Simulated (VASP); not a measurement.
Runs of VASP 6.6.1 on AlNi. The structure is that of space group Pm-3m (No. 221), or close to it. The cells are those of the table. 

```csv
task,cell,cutoff (eV),gap on the mesh (eV),pressure (GPa)
relaxation of cell and atoms,"relaxed to 4 GPa from a = 2.870 Å, 2 atoms",600,none,4.0
relaxation of cell and atoms,"relaxed to 25 GPa from a = 2.775 Å, 2 atoms",600,none,25.0
single point,"a = 2.870 Å, 2 atoms",520,none,4.0
single point,"a = 2.831 Å, 2 atoms",520,none,12.0
single point,"a = 2.899 Å, 2 atoms",520,none,(a)
```

Alike in all rows: level PBE; potentials or basis VASP PAW PBE potentials, release 64 (Al, Ni); no spin polarisation; k mesh 14 × 14 × 14; smearing gaussian 0.1 eV.

**Question.** Fill in the values left out.

**Answer.** (a) -1.0.

Caveats: the cell is relaxed towards a set pressure, so the run minimises the enthalpy, not the energy (at least some runs); the cell stands under pressure (at least some runs).

A gap of «none» marks levels without a gap at the run's occupations.
